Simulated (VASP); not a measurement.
A run of VASP 6.6.1:

Contents of INCAR:

```
ALGO = Fast ; EDIFF = 1E-6
ENCUT = 520 ; GGA = PE
ISIF = 2 ; ISMEAR = 0
LASPH = True ; LCHARG = False
LREAL = False ; LWAVE = False
NBANDS = 32 ; NELM = 80
PREC = Accurate ; SIGMA = 0.1
```

File KPOINTS:

```
k-points
0
Gamma
  11 7 8
```

The input POSCAR:

```
Ti
1.0
    3.1302395627      0.0000000000      0.0000000000
    0.0000000000      5.0179796555      0.0000000000
    0.0000000000      0.0000000000      4.5203219506
Ti
4
Direct
    0.5000000000      0.1803384408      0.2500000000
    0.0000000000      0.6803384408      0.2500000000
    0.0000000000      0.3196615592      0.7500000000
    0.5000000000      0.8196615592      0.7500000000
```

Potentials or basis: VASP PAW PBE potentials, release 64 (Ti_sv).

Run with:

```sh
$ cat potpaw_PBE.64/Ti_sv/POTCAR > POTCAR
$ mpirun -np 1 vasp_std > vasp.out
```

Hardware: 1 thread of Intel(R) Xeon(R) 6975P-C (Granite Rapids) (shared host).

**Question.** How long does it take, and how much memory?

**Answer.** Run time: 5.3 min on 1 thread of Intel(R) Xeon(R) 6975P-C (Granite Rapids), on a shared host, peak memory 0.31 GiB. Counts: scf iterations 42, k points 120.
